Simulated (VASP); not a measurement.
# BC5 (I-4m2) in VASP: further runs

Runs on BC5. Level: PBE. Tasks: single point.

Program: VASP 6.6.1. These are calculated values, not measurements. Logs are shortened: lines on timing, memory, paths and dates and some standing lists are left out, and cuts for length are marked.

### 1 The cell of the first run

Symmetry: I-4m2, No. 119, tetragonal system. Conventional cell: a = 2.516 Å, b = 2.516 Å, c = 11.410 Å, α = 90.00°, β = 90.00°, γ = 90.00°. Within 2.0 Å of C (site symmetry 2mm) lie 4 C at 1.53 to 1.56 Å. Within 2.1 Å of C (site symmetry -4m2) lie 4 C at 1.56 Å. C (site symmetry 2mm) has 2 C at 1.53 Å and 2 B at 1.65 Å within 2.0 Å. Within 2.2 Å of B (site symmetry -4m2) lie 4 C at 1.65 Å.

### 2 Single point, PBE

Contents of INCAR:

```
SYSTEM = BC5
ALGO     = Normal         ! electronic algorithm
EDIFF    = 1E-6           ! SCF threshold, eV
ENCUT    = 520            ! plane-wave cutoff, eV
GGA      = PE             ! functional
ISIF     = 2              ! what is computed and relaxed
ISMEAR   = -1             ! smearing method
LASPH    = .True.         ! aspherical terms in the spheres
LCHARG   = .False.        ! write CHGCAR
LREAL    = .False.        ! projectors in reciprocal space
LWAVE    = .False.        ! write WAVECAR
NBANDS   = 20             ! bands
NELM     = 100            ! most SCF steps
PREC     = Accurate       ! precision mode
SIGMA    = 0.05           ! smearing width, eV
```

Contents of KPOINTS:

```
k-points
0
Gamma
  15 15 15
  0 0 0
```

Contents of POSCAR:

```
BC5
1.0
   -1.2580250000      1.2580250000      5.7048810000
    1.2580250000     -1.2580250000      5.7048810000
    1.2580250000      1.2580250000     -5.7048810000
C B
5 1
Direct
    0.0801160000      0.5801160000      0.5000000000
    0.4198840000      0.9198840000      0.5000000000
    0.5000000000      0.5000000000      0.0000000000
    0.1562810000      0.1562810000      0.0000000000
    0.8437190000      0.8437190000      0.0000000000
    0.7500000000      0.2500000000      0.5000000000
```

Potentials or basis: VASP PAW PBE potentials, release 64 (C, B).

Command:

```console
cat potpaw_PBE.64/C/POTCAR potpaw_PBE.64/B/POTCAR > POTCAR
mpirun -np 1 vasp_std > vasp.out
```

OUTCAR:

```text
SYSTEM = BC5
   EDIFF = 1E-6
   ENCUT = 520
   GGA = PE
   ISIF = 2
   ISMEAR = -1
   LASPH = .True.
   LREAL = .False.
   NELM = 100
   PREC = Accurate

 ion  position               nearest neighbor table
   1  0.080  0.580  0.500-   4 1.53   4 1.53   3 1.56   3 1.56
   2  0.420  0.920  0.500-   5 1.53   5 1.53   3 1.56   3 1.56
   3  0.500  0.500  0.000-   1 1.56   2 1.56   1 1.56   2 1.56
   4  0.156  0.156  0.000-   1 1.53   1 1.53   6 1.65   6 1.65
   5  0.844  0.844  0.000-   2 1.53   2 1.53   6 1.65   6 1.65
   6  0.750  0.250  0.500-   5 1.65   4 1.65   5 1.65   4 1.65

  LATTYP: Found a body centered tetragonal cell.
 ALAT       =     2.5160500000
 C/A-ratio  =     4.5347914390

  Lattice vectors:

 A1 = (  -1.2580250000,   1.2580250000,   5.7048810000)
 A2 = (   1.2580250000,  -1.2580250000,   5.7048810000)
 A3 = (   1.2580250000,   1.2580250000,  -5.7048810000)

Analysis of symmetry for initial positions (statically):
=====================================================================
 Subroutine PRICEL returns:
 Original cell was already a primitive cell.

 Routine SETGRP: Setting up the symmetry group for a
 body centered tetragonal supercell.

 Subroutine GETGRP returns: Found  8 space group operations
 (whereof  8 operations were pure point group operations)
 out of a pool of 16 trial point group operations.

The static configuration has the point symmetry D_2d.

Analysis of symmetry for dynamics (positions and initial velocities):
=====================================================================
 Subroutine PRICEL returns:
 Original cell was already a primitive cell.

 Routine SETGRP: Setting up the symmetry group for a
 body centered tetragonal supercell.

 Subroutine GETGRP returns: Found  8 space group operations
 (whereof  8 operations were pure point group operations)
 out of a pool of 16 trial point group operations.

The dynamic configuration has the point symmetry D_2d.

 Subroutine INISYM returns: Found  8 space group operations
 (whereof  8 operations are pure point group operations),
 and found     1 'primitive' translations

----------------------------------------------------------------------------------------

                                     Primitive cell

  volume of cell :      36.1148

[... 90 lines left out ...]
   ISPIN  =      1    spin polarized calculation?
   LNONCOLLINEAR =      F non collinear calculations
   LSORBIT =      F    spin-orbit coupling
   LASPH  =      T    aspherical Exc in radial PAW
   ENCUT  =  520.0 eV  38.22 Ry    6.18 a.u.  11.11 11.11 11.11*2*pi/ulx,y,z
   NELM   =    100;   NELMIN=  2; NELMDL= -5     # of ELM steps
   EDIFF  = 0.1E-05   stopping-criterion for ELM
   LREAL  =      F    real-space projection
   EDIFFG = 0.1E-04   stopping-criterion for IOM
   NSW    =      0    number of steps for IOM
   IBRION =     -1    ionic relax: 0-MD 1-quasi-New 2-CG
   NFREE  =      0    steps in history (QN), initial steepest desc. (CG)
   ISIF   =      2    stress and relaxation
   ISYM   =      2    0-nonsym 1-usesym 2-fastsym
   POTIM  = 0.5000    time-step for ionic-motion
   TEBEG  =    0.0;   TEEND  =   0.0 temperature during run
   PSTRESS=    0.0 pullay stress
   NELECT =      23.0000    total number of electrons
   NUPDOWN=      -1.0000    fix difference up-down
   EMIN   =  10.00;   EMAX   =-10.00  energy-range for DOS
   EFERMI =   0.00;   METHOD = LEGACY
   ISMEAR =    -1;   SIGMA  =   0.05  broadening in eV -4-tet -1-fermi 0-gaus
   EFERMI_NEDOS =   21; number of points for ismear=-14 and -15
   IALGO  =     38    algorithm
   IMIX   =      4    mixing-type and parameters
     AMIX     =   0.40;   BMIX     =  1.00
     AMIX_MAG =   1.60;   BMIX_MAG =  1.00
  volume/ion in A,a.u.               =       6.02        40.62
  Fermi-wavevector in a.u.,A,eV,Ry     =   1.408496  2.661672 26.992082  1.983862
  Thomas-Fermi vector in A             =   2.530648
   LORBIT       =      0    0 simple, 1 ext, 2 COOP (PROOUT), +10 PAW based schemes
   GGA     = PE    functional components
   LHFCALC =     F    Hartree Fock is set to
   AEXX    =    0.0000 exact exchange contribution
   IVDW    =     0    specifies the selected vdW correction
   LEPSILON=     F    determine dielectric tensor
   LRPA    =     F    only Hartree local field effects (RPA)
 non-spin polarized calculation
  energy-cutoff  :      520.00
  volume of cell :       36.11
 maximum number of plane-waves:       996
 NGX is ok and might be reduce to    48
   NGX = 23   NGY = 23   NGZ = 23

 number of electron      22.9999999 magnetization

 Free energy of the ion-electron system (eV)
  ---------------------------------------------------
  ext. energy  EPLUGINS =         0.00000000
  ---------------------------------------------------
  free energy    TOTEN  =       -51.51257777 eV

  energy without entropy =      -51.50773977  energy(sigma->0) =      -51.51015877

 E-fermi :   8.3233     XC(G=0): -12.8894

 val. band max:        8.3214611933   @ k =  -0.3333  -0.4667   0.2000
 cond. band min:       8.3467799452   @ k =  -0.4000   0.4667   0.2667
 fundamental gap:      0.0253187519
 Fermi energy:         8.3232987496

 k-point     1 :       0.0000    0.0000    0.0000
  band No.  band energies     occupation
      1     -12.0045      2.00000
      2      -8.7020      2.00000
      3      -6.6701      2.00000
      4       1.3481      2.00000
      5       2.0587      2.00000
      6       3.4041      2.00000
[... 541 lines left out ...]
     19      19.8496      0.00000
     20      20.6697      0.00000

 [... further k-points ...]
[... 5 lines left out ...]
  --------------------------------------------------------------------------------------
  -------------------------------------------------------------------------------------
  Total        0.0812180      0.0812180     -0.3943571      0.0000000      0.0000000      0.0000000
  in kB        3.6031119      3.6031119    -17.4950488      0.0000000      0.0000000      0.0000000
  external PRESSURE =      -3.4296083 kB  Pullay stress =       0.0000000 kB

 VOLUME and BASIS-vectors are now :
 -----------------------------------------------------------------------------
  energy-cutoff  :      520.00
  volume of cell :       36.11
      direct lattice vectors                 reciprocal lattice vectors
    -1.258025000  1.258025000  5.704881000     0.000000000  0.397448381  0.087644247
     1.258025000 -1.258025000  5.704881000     0.397448381  0.000000000  0.087644247
     1.258025000  1.258025000 -5.704881000     0.397448381  0.397448381  0.000000000

 POSITION                                       TOTAL-FORCE (eV/Angst)
 -----------------------------------------------------------------------------------
      1.25802      0.00000      0.91410         0.000000     -0.000000      0.026241
      1.25802      0.00000      4.79078         0.000000     -0.000000     -0.026241
      0.00000      0.00000      5.70488        -0.000000      0.000000     -0.000000
      0.00000      0.00000      1.78313        -0.000000     -0.000000      0.010590
      0.00000      0.00000      9.62663         0.000000      0.000000     -0.010590
      0.00000      1.25802      2.85244        -0.000000      0.000000     -0.000000
 -----------------------------------------------------------------------------------
    total drift:                               -0.000000      0.000000     -0.000000

  FREE ENERGIE OF THE ION-ELECTRON SYSTEM (eV)
  ---------------------------------------------------
  free  energy   TOTEN  =       -51.5125777660 eV

  energy  without entropy=      -51.5077397721  energy(sigma->0) =      -51.51015877
```

OSZICAR:

```text
N       E                     dE             d eps       ncg     rms          rms(c)
DAV:   1     0.446934184289E+02    0.44693E+02   -0.11930E+04 11520   0.108E+03
DAV:   2    -0.498131055021E+02   -0.94507E+02   -0.91163E+02 14420   0.218E+02
DAV:   3    -0.532167437229E+02   -0.34036E+01   -0.33804E+01 15608   0.370E+01
DAV:   4    -0.532351285713E+02   -0.18385E-01   -0.18371E-01 15464   0.302E+00
DAV:   5    -0.532352620447E+02   -0.13347E-03   -0.13346E-03 15512   0.246E-01    0.900E+00
DAV:   6    -0.519101551917E+02    0.13251E+01   -0.11456E+00 13412   0.657E+00    0.525E+00
DAV:   7    -0.515112626563E+02    0.39889E+00   -0.83326E-01 14012   0.546E+00    0.155E+00
DAV:   8    -0.515119258042E+02   -0.66315E-03   -0.25782E-02 15756   0.105E+00    0.576E-01
DAV:   9    -0.515125303413E+02   -0.60454E-03   -0.27776E-03 15012   0.352E-01    0.103E-01
DAV:  10    -0.515125547926E+02   -0.24451E-04   -0.40579E-04 15056   0.131E-01    0.186E-02
DAV:  11    -0.515125752071E+02   -0.20415E-04   -0.31488E-05 14260   0.420E-02    0.118E-02
DAV:  12    -0.515125778379E+02   -0.26308E-05   -0.22973E-06 14792   0.113E-02    0.253E-03
DAV:  13    -0.515125777660E+02    0.71973E-07   -0.26556E-07  8468   0.399E-03
   1 F= -.51512578E+02 E0= -.51510159E+02  d E =-.483799E-02
```

stdout:

```text
POSCAR found type information on POSCAR C B
 POSCAR found :  2 types and       6 ions
 scaLAPACK will be used
 LDA part: xc-table for (Slater+PW92), standard interpolation
 POSCAR, INCAR and KPOINTS ok, starting setup
 FFT: planning ... GRIDC
 FFT: planning ... GRID_SOFT
 FFT: planning ... GRID
 WAVECAR not read
 entering main loop
```

Wall time 4.8 min (1 thread of Intel Xeon 6975P-C (Granite Rapids), shared host); peak memory 0.4 GiB.

Results:

| Quantity | Value |
| --- | --- |
| Free energy | -51.5126 eV |
| Pressure | -0.3 GPa |
| Largest force | 0.026 eV/Å |

Forces on the atoms (eV/Å):
```
C    0.000  0.000  0.026
C    0.000  0.000 -0.026
C    0.000  0.000  0.000
C    0.000  0.000  0.011
C    0.000  0.000 -0.011
B    0.000  0.000  0.000
```

### 3 Single point, PBE

This run uses another cell than the first one, of 6.14 Å³/atom, 1.020 times its volume.

Contents of INCAR:

```
SYSTEM = BC5
  PREC = Accurate
  ENCUT = 520
  EDIFF = 1E-6
  ISMEAR = -1
  SIGMA = 0.05
  LREAL = .False.
  LASPH = .True.
  NELM = 80
  ALGO = Normal
  ISIF = 2
  LWAVE = .False.
  LCHARG = .False.
  GGA = PE
  NBANDS = 20
```

Contents of KPOINTS:

```
Automatic mesh
0
Gamma
  15 15 15
  0 0 0
```

POSCAR, as its differences from that of step 2:

```diff
@@ -2,5 +2,5 @@
 1.0
-   -1.2580250000      1.2580250000      5.7048810000
-    1.2580250000     -1.2580250000      5.7048810000
-    1.2580250000      1.2580250000     -5.7048810000
+   -1.2663565342      1.2663565342      5.7426627699
+    1.2663565342     -1.2663565342      5.7426627699
+    1.2663565342      1.2663565342     -5.7426627699
 C B
```

Potentials or basis: VASP PAW PBE potentials, release 64 (C, B).

Command:

```console
cat potpaw_PBE.64/C/POTCAR potpaw_PBE.64/B/POTCAR > POTCAR
mpirun -np 1 vasp_std > vasp.out
```

It took 5 min on 1 thread of Intel Xeon 6975P-C (Granite Rapids), shared host; peak memory 0.41 GiB.

The run converged. Its results:

* Free energy: -51.4953 eV
* Pressure: -7.6 GPa
* Largest force: 0.045 eV/Å

Forces on the atoms (eV/Å):
```
C    0.000  0.000  0.025
C    0.000  0.000 -0.025
C    0.000  0.000  0.000
C    0.000  0.000 -0.045
C    0.000  0.000  0.045
B    0.000  0.000  0.000
```

Stress tensor (GPa, compression positive):
```
-6.71  0.00  0.00
 0.00 -6.71  0.00
 0.00  0.00 -9.35
```

Levels at points of the mesh, in eV from the Fermi level:
| k point | band 10 | band 11 | band 12 | band 13 | band 14 | band 15 |
| --- | --- | --- | --- | --- | --- | --- |
| (0.00, 0.00, 0.00) | 0.30 | 1.74 | 1.74 | 5.11 | 5.30 | 6.47 |

### 4 Single point, PBE

This run uses another cell than the first one, of 6.26 Å³/atom, 1.040 times its volume.

INCAR is that of step 3.

KPOINTS is that of step 3.

POSCAR, as its differences from that of step 3:

```diff
@@ -2,5 +2,5 @@
 1.0
-   -1.2663565342      1.2663565342      5.7426627699
-    1.2663565342     -1.2663565342      5.7426627699
-    1.2663565342      1.2663565342     -5.7426627699
+   -1.2745798590      1.2745798590      5.7799538328
+    1.2745798590     -1.2745798590      5.7799538328
+    1.2745798590      1.2745798590     -5.7799538328
 C B
```

Command:

```console
cat potpaw_PBE.64/C/POTCAR potpaw_PBE.64/B/POTCAR > POTCAR
mpirun -np 1 vasp_std > vasp.out
```

Run time: 5.6 min. Hardware: 1 thread of Intel Xeon 6975P-C (Granite Rapids), shared host; peak memory 0.41 GiB.

It converged, with:

```yaml
Free_energy: -51.4469 eV
Pressure: -14.2 GPa
Largest_force: 0.095 eV/Å
```

Forces on the atoms (eV/Å):
```
C    0.000  0.000  0.023
C    0.000  0.000 -0.023
C    0.000  0.000  0.000
C    0.000  0.000 -0.095
C    0.000  0.000  0.095
B    0.000  0.000  0.000
```

Stress tensor (GPa, compression positive):
```
-13.14   0.00   0.00
  0.00 -13.14   0.00
  0.00   0.00 -16.27
```

Levels at points of the mesh, in eV from the Fermi level:
```
           k point  band 10  band 11  band 12  band 13  band 14  band 15
(0.00, 0.00, 0.00)     0.29     1.72     1.72     5.05     5.23     6.40
```

### 5 Single point, PBE

This run uses another cell than the first one, of 6.38 Å³/atom, 1.060 times its volume.

Contents of INCAR:

```
SYSTEM = BC5
ALGO = Normal
EDIFF = 1E-6
ENCUT = 520
GGA = PE
ISIF = 2
ISMEAR = -1
LASPH = .True.
LCHARG = .True.
LELF = .True.
LREAL = .False.
LVHAR = .True.
LWAVE = .False.
NBANDS = 20
NELM = 60
PREC = Accurate
SIGMA = 0.05
```

Contents of KPOINTS:

```
k-points
0
Gamma
  15 15 15
  0 0 0
```

POSCAR, as its differences from that of step 4:

```diff
@@ -2,5 +2,5 @@
 1.0
-   -1.2745798590      1.2745798590      5.7799538328
-    1.2745798590     -1.2745798590      5.7799538328
-    1.2745798590      1.2745798590     -5.7799538328
+   -1.2826984209      1.2826984209      5.8167698180
+    1.2826984209     -1.2826984209      5.8167698180
+    1.2826984209      1.2826984209     -5.8167698180
 C B
```

Command:

```console
cat potpaw_PBE.64/C/POTCAR potpaw_PBE.64/B/POTCAR > POTCAR
mpirun -np 1 vasp_std > vasp.out
```

It took 5.5 min on 1 thread of Intel Xeon 6975P-C (Granite Rapids), shared host; peak memory 0.41 GiB.

The run converged. Its results:

| Property | Result |
| --- | --- |
| Free energy | -51.3700 eV |
| Pressure | -20.2 GPa |
| Largest force | 0.141 eV/Å |

Forces on the atoms (eV/Å):
```
C    0.000  0.000  0.022
C    0.000  0.000 -0.022
C    0.000  0.000  0.000
C    0.000  0.000 -0.141
C    0.000  0.000  0.141
B    0.000  0.000  0.000
```

Stress tensor (GPa, compression positive):
```
-19.00   0.00   0.00
  0.00 -19.00   0.00
  0.00   0.00 -22.58
```

Levels at points of the mesh, in eV from the Fermi level:
```
           k point  band 9  band 10  band 11  band 12  band 13  band 14  band 15  band 16
(0.00, 0.00, 0.00)   -2.90     0.28     1.69     1.69     4.99     5.16     6.32     6.32
```

### 6 The runs side by side

```csv
cell,gap on the mesh (eV),pressure (GPa),largest force (eV/Å)
"a = 5.976 Å, angles 155.7, 155.7, 34.6°, 6 atoms",none,-0.3,0.03
"a = 6.015 Å, angles 155.7, 155.7, 34.6°, 6 atoms",none,-7.6,0.04
"a = 6.055 Å, angles 155.7, 155.7, 34.6°, 6 atoms",none,-14.2,0.10
"a = 6.093 Å, angles 155.7, 155.7, 34.6°, 6 atoms",none,-20.2,0.14
```

Alike in all rows: task single point; level PBE; potentials or basis VASP PAW PBE potentials, release 64 (C, B); no spin polarisation; k mesh 15 × 15 × 15; cutoff (eV) 520; smearing fermi-dirac 0.05 eV.

Total energies depend on the potentials used, so only differences within one code and one set of settings carry meaning.
